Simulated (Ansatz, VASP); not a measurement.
## Two plane-wave programs on WC

```
W C
1.0
     1.77440    1.02445    2.23779
    -1.77440    1.02445    2.23779
     0.00000   -2.04891    2.23779
W C
1 1
Direct
  0.12766 0.12766 0.12766
  0.80860 0.80860 0.80860
```

Alike in both runs: functional PBE; k mesh 6 × 6 × 6; occupations gaussian, width 0.2 eV; no spin polarisation.

Ansatz relaxed the structure, and its values are those at the end. VASP's run is a single point on that final structure, the one shown.

```csv
,VASP,Ansatz
version,VASP 6.6.1,Ansatz 0.2.0
potentials or method,"VASP PAW PBE potentials, release 64 (W_sv, C), cutoff 600 eV","scalar-relativistic, plane waves, PAW"
valence electrons in the cell,18,18
```

```csv
,VASP,Ansatz,Ansatz less VASP
gap on the k mesh at the Fermi level (eV),none,none,-
pressure (GPa),0.5,-0.2,-0.74
rms of the force components (eV/Å),0.006,0.013,+0.0071
```

A gap of «none» marks a metal or a gap that the smearing closes.

The k mesh is coarse, so the values compare programs but aren't converged. Spin-orbit coupling is off throughout.
